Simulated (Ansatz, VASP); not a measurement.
F: VASP beside Ansatz

```
F
1.0
     2.83539   -1.83856    0.29923
     2.83539    1.83856    0.29923
    -0.85560    0.00000    6.92557
F
4
Direct
  0.91386 0.58555 0.09393
  0.41445 0.08614 0.40607
  0.08614 0.41445 0.90607
  0.58555 0.91386 0.59393
```

Change from the starting cell: volume 18.287 Å^3 an atom, stretch along a over the lengths across it, relative to the relaxed cell 0.9802.

Alike in both runs: task single point; functional PBE; dispersion D3(BJ); k mesh 8 × 8 × 4; occupations gaussian, width 0.05 eV; no spin polarisation.

|  | VASP | Ansatz |
| --- | --- | --- |
| version | VASP 6.6.1 | Ansatz 0.2.0 |
| potentials or method | VASP PAW PBE potentials, release 64 (F), cutoff 520 eV | scalar-relativistic, plane waves, PAW |
| valence electrons in the cell | 28 | 28 |

|  | VASP | Ansatz | Ansatz less VASP |
| --- | --- | --- | --- |
| gap on the k mesh at the Fermi level (eV) | 2.58 | 2.65 | +0.065 |
| least direct gap on the mesh (eV) | 2.58 | 2.65 | +0.065 |
| pressure (GPa) | -2.5 | -2.6 | -0.19 |
| traceless stress, the component that is largest in VASP (GPa) | -2.61 | -3.55 | -0.943 |
| rms of the force components (eV/Å) | 0.480 | 0.659 | +0.1783 |

Atom by atom the forces differ by 0.178 eV/Å (rms over components).
